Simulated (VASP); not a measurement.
Set up this calculation in VASP 6.6.1, as the native input.

| Item | Value |
| --- | --- |
| Task | single point |
| Functional | PBE |
| Potentials or basis | VASP PAW PBE potentials, release 64 (Cu) |
| Cutoff | 520 eV |
| k mesh | 19 × 19 × 19 |
| Occupations | fermi-dirac, width 0.08 eV |
| Spin | no spin polarisation |
| Dipole correction | no |
| Further INCAR settings | ALGO = Normal; EDIFF = 1e-06; NBANDS = 12 |

The structure of Cu lies in POSCAR:

```
Cu
1.0
    0.0000000000      1.8253972036      1.8253972036
    1.8253972036      0.0000000000      1.8253972036
    1.8253972036      1.8253972036      0.0000000000
Cu
1
Direct
    0.0000000000      0.0000000000      0.0000000000
```

This cell differs from its parent crystal: volume scaled by 1.03.

These files were run (other wordings do the same):

INCAR

```
  PREC = Accurate
  ENCUT = 520
  EDIFF = 1E-6
  ISMEAR = -1
  SIGMA = 0.08
  LREAL = False
  LASPH = True
  NELM = 60
  ALGO = Normal
  ISIF = 2
  LWAVE = False
  LCHARG = False
  GGA = PE
  NBANDS = 12
```

KPOINTS

```
regular mesh
0
Gamma
  19 19 19
```

Potentials or basis: VASP PAW PBE potentials, release 64 (Cu).

The run is started by

```console
$ cat potpaw_PBE.64/Cu/POTCAR > POTCAR
$ mpirun -np 1 vasp_std > vasp.out
```

It gave:

```yaml
Pressure: -1.8 GPa
```

Wall time 11 s on 1 thread of Intel(R) Xeon(R) 6975P-C (Granite Rapids) (shared host), peak memory 0.14 GiB.
